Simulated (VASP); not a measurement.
BaTiO3: single point with r2SCAN+U

BaTiO3:

```
CELL_PARAMETERS angstrom
2.96452 1.71156 2.42536
-2.96452 1.71156 2.42536
0.00000 -3.42313 2.42536
ATOMIC_POSITIONS crystal
Ba 0.00929 0.00929 0.00929
Ti 0.52417 0.52417 0.52417
O 0.48632 0.96501 0.48632
O 0.48632 0.48632 0.96501
O 0.96501 0.48632 0.48632
```

This cell differs from its parent crystal: equal strain along all axes, cell held: +4.5 %, then relaxed in part.

- Program: VASP 6.6.1
- Task: single point
- Functional: r2SCAN
- Potentials or basis: VASP PAW PBE potentials, release 64 (Ba_sv, Ti_sv, O)
- Cutoff: 520 eV
- k mesh: 6 × 6 × 6
- Occupations: gaussian, width 0.02 eV
- Spin: no spin polarisation
- Hubbard terms: Ti d U = 4.0 eV
- Dipole correction: no
- Further INCAR settings: ALGO = Normal; EDIFF = 1e-07; NBANDS = 28

The pressure is -7.2 GPa and the largest force is 0.951 eV/Å. The band gap on the k mesh is 3.56 eV (least direct gap 4.14 eV).

Forces in eV/Å, atoms in the order of the input:
```
Ba   0.000  0.000 -0.052
Ti   0.000  0.000 -0.951
O   -0.443  0.256  0.334
O    0.000 -0.511  0.334
O    0.443  0.256  0.334
```

Stress tensor (GPa, compression positive):
```
-7.70  0.00  0.00
 0.00 -7.70  0.00
 0.00  0.00 -6.29
```

Levels at points of the mesh, in eV from the valence-band top:
| k point | band 16 | band 17 | band 18 | band 19 | band 20 | band 21 | band 22 | band 23 | band 24 | band 25 |
| --- | --- | --- | --- | --- | --- | --- | --- | --- | --- | --- |
| (0.00, 0.00, 0.00) | -1.35 | -0.89 | -0.81 | -0.81 | -0.81 | 3.69 | 3.69 | 3.78 | 4.77 | 4.77 |
| (0.50, 0.00, 0.00) | -1.88 | -1.49 | -1.32 | -1.13 | -1.01 | 3.79 | 4.41 | 4.55 | 4.81 | 5.78 |
| (0.50, 0.50, 0.00) | -2.28 | -1.72 | -0.95 | -0.85 | -0.09 | 4.44 | 4.60 | 4.82 | 4.98 | 7.26 |
| (0.50, 0.50, 0.50) | -2.34 | -2.22 | -0.07 | -0.07 | 0.00 | 4.68 | 5.05 | 5.05 | 6.50 | 6.50 |

Eigenvalues of the final occupation matrices:
```
    site  spin  trace               eigenvalues
site 2 d     1   0.81  0.11 0.11 0.11 0.24 0.24
site 2 d     2   0.81  0.11 0.11 0.11 0.24 0.24
```

Run time: 3.1 min on 1 thread of Intel(R) Xeon(R) Platinum 8259CL CPU @ 2.50GHz (Skylake/Cascade Lake) (shared host), peak memory 0.23 GiB.

Caveat: the cell differs from its parent crystal (equal strain along all axes, cell held: +4.5 %, then relaxed in part); the cell stands under tension; the PAW data sets were made with another functional, which shifts forces and pressure a little; spin-orbit coupling is left out, which moves the levels of the heavy elements. A k mesh can miss the band edges.
